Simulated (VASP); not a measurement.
Input of a VASP 6.6.1 run:

The input INCAR:

```
SYSTEM = Y
PREC = Accurate
ENCUT = 520
EDIFF = 1E-6
ISMEAR = 0
SIGMA = 0.15
LREAL = .FALSE.
LASPH = .TRUE.
NELM = 80
ALGO = Fast
ISIF = 2
LWAVE = .FALSE.
LCHARG = .FALSE.
GGA = PS
NBANDS = 12
```

KPOINTS

```
Automatic mesh
0
G
  18 18 18
  0 0 0
```

File POSCAR:

```
Y
1.0
    0.0000000000      2.5190453265      2.4182835134
    2.5190453265      0.0000000000      2.4182835134
    2.5190453265      2.5190453265      0.0000000000
Y
1
Direct
    0.0000000000      0.0000000000      0.0000000000
```

Potentials or basis: VASP PAW PBE potentials, release 64 (Y_sv).

Command:

```bash
$ cat potpaw_PBE.64/Y_sv/POTCAR > POTCAR
$ mpirun -np 1 vasp_std > vasp.out
```

(1) Predict the pressure.

## Answers

(1) 0.1 GPa.

Caveat: the PAW data sets were made with another functional, which shifts forces and pressure a little.
